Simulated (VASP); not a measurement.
# Ge (P4_322) in VASP: density of states with PBE

Aim: the density of states of Ge with PBE.

All numbers are computed with VASP 6.6.1; they aren't measurements. Logs are shortened: lines on timing, memory, paths and dates and some standing lists are left out, and cuts for length are marked.

**1. The cell of the first run**

The structure is tetragonal, space group P4_322 (No. 95). Conventional cell: a = 4.891 Å, b = 4.891 Å, c = 3.952 Å, α = 90.00°, β = 90.00°, γ = 90.00°. Ge (site symmetry 2) has 4 Ge at 2.51 to 2.57 Å within 3.3 Å.

**2. Density of states, PBE**

POSCAR

```
Ge
1.0
    4.8914164264      0.0000000000      0.0000000000
    0.0000000000      4.8914164264      0.0000000000
    0.0000000000      0.0000000000      3.9520007331
Ge
4
Direct
    0.0000000000      0.3422002963      0.5000000000
    0.0000000000      0.6577997037      0.0000000000
    0.3422002963      0.0000000000      0.7500000000
    0.6577997037      0.0000000000      0.2500000000
```

INCAR.step1

```
PREC = Accurate ; ENCUT = 520
EDIFF = 1E-7 ; ISMEAR = 0
SIGMA = 0.1 ; LREAL = False
LASPH = True ; NELM = 100
ALGO = Normal ; ISIF = 2
LWAVE = False ; LCHARG = True
GGA = PE ; NBANDS = 36
```

KPOINTS.step1

```
Automatic mesh
0
Gamma
  10 10 12
```

INCAR.step2

```
PREC = Accurate ; ENCUT = 520
EDIFF = 1E-7 ; ISMEAR = -5
SIGMA = 0.1 ; LREAL = False
LASPH = True ; NELM = 100
ALGO = Normal ; ISIF = 2
LWAVE = False ; LCHARG = False
GGA = PE ; LORBIT = 11
NBANDS = 36 ; NEDOS = 2001
ICHARG = 11
```

KPOINTS.step2

```
Automatic mesh
0
Gamma
  15 15 18
```

Potentials or basis: VASP PAW PBE potentials, release 64 (Ge_d).

Started as:

```bash
$ cat potpaw_PBE.64/Ge_d/POTCAR > POTCAR
$ cp INCAR.step1 INCAR
$ cp KPOINTS.step1 KPOINTS
$ mpirun -np 1 vasp_std > vasp.out
$ cp INCAR.step2 INCAR
$ cp KPOINTS.step2 KPOINTS
$ mpirun -np 1 vasp_std > vasp.out
```

OUTCAR:

```text
PREC = Accurate
   ENCUT = 520
   EDIFF = 1E-7
   ISMEAR = -5
   LREAL = False
   LASPH = True
   NELM = 100
   ISIF = 2
   GGA = PE
   LORBIT = 11
   ICHARG = 11

 ion  position               nearest neighbor table
   1  0.000  0.342  0.500-   2 2.51   2 2.51   4 2.57   3 2.57
   2  0.000  0.658  0.000-   1 2.51   1 2.51   4 2.57   3 2.57
   3  0.342  0.000  0.750-   4 2.51   4 2.51   1 2.57   2 2.57
   4  0.658  0.000  0.250-   3 2.51   3 2.51   1 2.57   2 2.57

  LATTYP: Found a simple tetragonal cell.
 ALAT       =     4.8914164264
 C/A-ratio  =     0.8079460812

  Lattice vectors:

 A1 = (   4.8914164264,   0.0000000000,   0.0000000000)
 A2 = (   0.0000000000,   4.8914164264,   0.0000000000)
 A3 = (   0.0000000000,   0.0000000000,   3.9520007331)

Analysis of symmetry for initial positions (statically):
=====================================================================
 Subroutine PRICEL returns:
 Original cell was already a primitive cell.

 Routine SETGRP: Setting up the symmetry group for a
 simple tetragonal supercell.

 Subroutine GETGRP returns: Found  8 space group operations
 (whereof  2 operations were pure point group operations)
 out of a pool of 16 trial point group operations.

The static configuration has the point symmetry C_2 .
 The point group associated with its full space group is D_4 .

Analysis of symmetry for dynamics (positions and initial velocities):
=====================================================================
 Subroutine PRICEL returns:
 Original cell was already a primitive cell.

 Routine SETGRP: Setting up the symmetry group for a
 simple tetragonal supercell.

 Subroutine GETGRP returns: Found  8 space group operations
 (whereof  2 operations were pure point group operations)
 out of a pool of 16 trial point group operations.

The dynamic configuration has the point symmetry C_2 .
 The point group associated with its full space group is D_4 .

 Subroutine INISYM returns: Found  8 space group operations
 (whereof  2 operations are pure point group operations),
 and found     1 'primitive' translations

----------------------------------------------------------------------------------------

                                     Primitive cell

  volume of cell :      94.5554

  direct lattice vectors                    reciprocal lattice vectors
     4.891416426  0.000000000  0.000000000     0.204439760  0.000000000  0.000000000
     0.000000000  4.891416426  0.000000000     0.000000000  0.204439760  0.000000000
     0.000000000  0.000000000  3.952000733     0.000000000  0.000000000  0.253036390

  length of vectors
     4.891416426  4.891416426  3.952000733     0.204439760  0.204439760  0.253036390

  position of ions in fractional coordinates (direct lattice)
     0.000000000  0.342200296  0.500000000
     0.000000000  0.657799704  0.000000000
     0.342200296  0.000000000  0.750000000
     0.657799704  0.000000000  0.250000000

  ion indices of the primitive-cell ions
   primitive index   ion index
                 1           1
                 2           2
                 3           3
                 4           4

----------------------------------------------------------------------------------------

 KPOINTS: Automatic mesh

Automatic generation of k-mesh.
 Grid dimensions read from file:
 generate k-points for:   15   15   18

 Generating k-lattice:

  Cartesian coordinates                     Fractional coordinates (reciprocal lattice)
     0.013629317  0.000000000  0.000000000     0.066666667  0.000000000  0.000000000
     0.000000000  0.013629317  0.000000000     0.000000000  0.066666667  0.000000000
     0.000000000  0.000000000  0.014057577     0.000000000  0.000000000  0.055555556

  Length of vectors
     0.013629317  0.013629317  0.014057577

  Shift w.r.t. Gamma in fractional coordinates (k-lattice)
     0.000000000  0.000000000  0.000000000

 TETIRR: Found   6057 inequivalent tetrahedra from    24300

 Subroutine IBZKPT returns following result:
 ===========================================

 Found    360 irreducible k-points:

 Following reciprocal coordinates:
            Coordinates               Weight
  0.000000  0.000000  0.000000      1.000000
  0.066667  0.000000  0.000000      4.000000
  0.133333  0.000000  0.000000      4.000000
  0.200000  0.000000  0.000000      4.000000
  0.266667  0.000000  0.000000      4.000000
  0.333333  0.000000  0.000000      4.000000
[... 16 lines left out ...]
  0.266667  0.200000  0.000000      8.000000
  0.333333  0.200000  0.000000      8.000000
 [... further k-points ...]
   k-points           NKPTS =    360   k-points in BZ     NKDIM =    360   number of bands    NBANDS=     36
   number of dos      NEDOS =   2001   number of ions     NIONS =      4
   total plane-waves  NPLWV =  38880
   dimension x,y,z NGX =    36 NGY =   36 NGZ =   30
   dimension x,y,z NGXF=    72 NGYF=   72 NGZF=   60
   ions per type =               4
   NGX,Y,Z   is equivalent  to a cutoff of  12.24, 12.24, 12.62 a.u.
   NGXF,Y,Z  is equivalent  to a cutoff of  24.47, 24.47, 25.24 a.u.
 SYSTEM =  unknown system
   PREC   = accura    normal or accurate (medium, high low for compatibility)
   ISTART =      0    job   : 0-new  1-cont  2-samecut
   ICHARG =     11    charge: 1-file 2-atom 10-const
   ISPIN  =      1    spin polarized calculation?
   LNONCOLLINEAR =      F non collinear calculations
   LSORBIT =      F    spin-orbit coupling
   LASPH  =      T    aspherical Exc in radial PAW
   ENCUT  =  520.0 eV  38.22 Ry    6.18 a.u.   9.09  9.09  7.35*2*pi/ulx,y,z
   NELM   =    100;   NELMIN=  2; NELMDL=  0     # of ELM steps
   EDIFF  = 0.1E-06   stopping-criterion for ELM
   LREAL  =      F    real-space projection
   EDIFFG = 0.1E-05   stopping-criterion for IOM
   NSW    =      0    number of steps for IOM
   IBRION =     -1    ionic relax: 0-MD 1-quasi-New 2-CG
   NFREE  =      0    steps in history (QN), initial steepest desc. (CG)
   ISIF   =      2    stress and relaxation
   ISYM   =      2    0-nonsym 1-usesym 2-fastsym
   POTIM  = 0.5000    time-step for ionic-motion
   TEBEG  =    0.0;   TEEND  =   0.0 temperature during run
   PSTRESS=    0.0 pullay stress
   NELECT =      56.0000    total number of electrons
   NUPDOWN=      -1.0000    fix difference up-down
   EMIN   =  10.00;   EMAX   =-10.00  energy-range for DOS
   EFERMI =   0.00;   METHOD = LEGACY
   ISMEAR =    -5;   SIGMA  =   0.10  broadening in eV -4-tet -1-fermi 0-gaus
   EFERMI_NEDOS =   21; number of points for ismear=-14 and -15
   IALGO  =     38    algorithm
   IMIX   =      4    mixing-type and parameters
     AMIX     =   0.40;   BMIX     =  1.00
     AMIX_MAG =   1.60;   BMIX_MAG =  1.00
  volume/ion in A,a.u.               =      23.64       159.52
  Fermi-wavevector in a.u.,A,eV,Ry     =   1.374808  2.598011 25.716334  1.890097
  Thomas-Fermi vector in A             =   2.500201
   LORBIT       =     11    0 simple, 1 ext, 2 COOP (PROOUT), +10 PAW based schemes
   GGA     = PE    functional components
   LHFCALC =     F    Hartree Fock is set to
   AEXX    =    0.0000 exact exchange contribution
   IVDW    =     0    specifies the selected vdW correction
   LEPSILON=     F    determine dielectric tensor
   LRPA    =     F    only Hartree local field effects (RPA)
 non-spin polarized calculation
 Fermi weights with tetrahedron method with Bloechl corrections
  energy-cutoff  :      520.00
  volume of cell :       94.56
 maximum number of plane-waves:      2569

 number of electron      56.0000013 magnetization

 Free energy of the ion-electron system (eV)
  ---------------------------------------------------
  ext. energy  EPLUGINS =         0.00000000
  ---------------------------------------------------
  free energy    TOTEN  =       -17.13817397 eV

  energy without entropy =      -17.13817397  energy(sigma->0) =      -17.13817397

 E-fermi :   4.5532     XC(G=0):  -9.8147

 val. band max:        4.6099000668   @ k =   0.4667   0.4000   0.2222
 cond. band min:       4.5233926913   @ k =   0.4667   0.0667   0.3333
 fundamental gap:     -0.0865073754
 Fermi energy:         4.5532153557

 k-point     1 :       0.0000    0.0000    0.0000
  band No.  band energies     occupation
      1     -20.2881      2.00000
      2     -20.2881      2.00000
      3     -20.2545      2.00000
      4     -20.2298      2.00000
      5     -20.2127      2.00000
      6     -20.2026      2.00000
[... 28 lines left out ...]
     35       9.9579      0.00000
     36      10.1361      0.00000

 k-point     2 :       0.0667    0.0000    0.0000
  band No.  band energies     occupation
      1     -20.2885      2.00000
      2     -20.2879      2.00000
      3     -20.2536      2.00000
      4     -20.2297      2.00000
      5     -20.2137      2.00000
      6     -20.2033      2.00000
[... 28 lines left out ...]
     35       9.9778      0.00000
     36      10.0714      0.00000

 k-point     3 :       0.1333    0.0000    0.0000
  band No.  band energies     occupation
      1     -20.2897      2.00000
      2     -20.2874      2.00000
      3     -20.2512      2.00000
      4     -20.2292      2.00000
      5     -20.2160      2.00000
      6     -20.2063      2.00000
[... 28 lines left out ...]
     35       9.9421      0.00000
     36      10.0410      0.00000

 k-point     4 :       0.2000    0.0000    0.0000
  band No.  band energies     occupation
      1     -20.2914      2.00000
      2     -20.2865      2.00000
      3     -20.2475      2.00000
      4     -20.2280      2.00000
      5     -20.2186      2.00000
      6     -20.2112      2.00000
[... 28 lines left out ...]
     35       9.8421      0.00000
     36      10.2133      0.00000

 k-point     5 :       0.2667    0.0000    0.0000
  band No.  band energies     occupation
      1     -20.2933      2.00000
      2     -20.2854      2.00000
      3     -20.2431      2.00000
      4     -20.2260      2.00000
      5     -20.2212      2.00000
      6     -20.2159      2.00000
[... 655 lines left out ...]
 k-point    22 :       0.2000    0.2000    0.0000
  band No.  band energies     occupation
      1     -20.3020      2.00000
      2     -20.2775      2.00000
      3     -20.2434      2.00000
      4     -20.2255      2.00000
      5     -20.2201      2.00000
      6     -20.2060      2.00000
[... 28 lines left out ...]
     35      10.6408      0.00000
     36      10.9543      0.00000

 k-point    23 :       0.2667    0.2000    0.0000
  band No.  band energies     occupation
      1     -20.3056      2.00000
      2     -20.2749      2.00000
      3     -20.2401      2.00000
      4     -20.2237      2.00000
      5     -20.2205      2.00000
      6     -20.2090      2.00000
[... 28 lines left out ...]
     35      10.6242      0.00000
     36      11.4287      0.00000

 k-point    24 :       0.3333    0.2000    0.0000
  band No.  band energies     occupation
      1     -20.3084      2.00000
      2     -20.2728      2.00000
      3     -20.2364      2.00000
      4     -20.2232      2.00000
      5     -20.2189      2.00000
      6     -20.2127      2.00000
[... 28 lines left out ...]
     35      10.4330      0.00000
     36      11.6288      0.00000

 [... further k-points ...]
[... 5 lines left out ...]
  --------------------------------------------------------------------------------------
  -------------------------------------------------------------------------------------
  Total       -0.0567299     -0.0567299     -0.0478273      0.0000000      0.0000000      0.0000000
  in kB       -0.9612500     -0.9612500     -0.8104017      0.0000000      0.0000000      0.0000000
  external PRESSURE =      -0.9109672 kB  Pullay stress =       0.0000000 kB

 VOLUME and BASIS-vectors are now :
 -----------------------------------------------------------------------------
  energy-cutoff  :      520.00
  volume of cell :       94.56
      direct lattice vectors                 reciprocal lattice vectors
     4.891416426  0.000000000  0.000000000     0.204439760  0.000000000  0.000000000
     0.000000000  4.891416426  0.000000000     0.000000000  0.204439760  0.000000000
     0.000000000  0.000000000  3.952000733     0.000000000  0.000000000  0.253036390

 POSITION                                       TOTAL-FORCE (eV/Angst)
 -----------------------------------------------------------------------------------
      0.00000      1.67384      1.97600         0.000000      0.001223      0.000000
      0.00000      3.21757      0.00000         0.000000     -0.001223      0.000000
      1.67384      0.00000      2.96400         0.001223      0.000000      0.000000
      3.21757      0.00000      0.98800        -0.001223      0.000000      0.000000
 -----------------------------------------------------------------------------------
    total drift:                               -0.000000      0.000000      0.000000

  FREE ENERGIE OF THE ION-ELECTRON SYSTEM (eV)
  ---------------------------------------------------
  free  energy   TOTEN  =       -17.1381739689 eV

  energy  without entropy=      -17.1381739689  energy(sigma->0) =      -17.13817397

 total charge

# of ion       s       p       d       tot
------------------------------------------
    1        1.171   1.121  10.016  12.308
    2        1.171   1.121  10.016  12.308
    3        1.171   1.121  10.016  12.308
    4        1.171   1.121  10.016  12.308
--------------------------------------------------
tot          4.684   4.486  40.063  49.233
```

It took 9.4 min on 1 thread of AMD EPYC 9R45 (Zen 5), shared host; peak memory 0.8 GiB.

What came out:

| Quantity | Value |
| --- | --- |
| Valence electrons inside the program's atomic spheres | Ge 12.31 |

Caveat: tetrahedron occupations give inexact forces and stress in metals.
